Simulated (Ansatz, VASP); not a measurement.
**Two plane-wave programs on Sn**

```
Sn
1.0
    -1.89465    1.89465    1.89465
     1.89465   -1.89465    1.89465
     1.89465    1.89465   -1.89465
Sn
1
Direct
  0.00000 0.00000 0.00000
```

Alike in both runs: task relaxation of cell and atoms; functional PBEsol; k mesh 12 × 12 × 12; no spin polarisation.

|  | VASP | Ansatz |
| --- | --- | --- |
| version | VASP 6.6.1 | Ansatz 0.2.0 |
| potentials or method | VASP PAW PBE potentials, release 64 (Sn_d) | plane waves, PAW |
| plane-wave cutoff (eV) | 600 | 420 |
| occupations | methfessel-paxton of order 1, width 0.1 eV | cold, width 0.1 eV |
| valence electrons in the cell | 14 | 14 |

|  | VASP | Ansatz | Ansatz less VASP |
| --- | --- | --- | --- |
| relaxed volume (Å³/atom) | 26.02 | 26.00 | -0.018 |
| relaxed cell length with the largest relative difference (Å) | 3.233 | 3.232 | -0.0008 |

VASP's potentials were made for PBE, not for PBEsol.
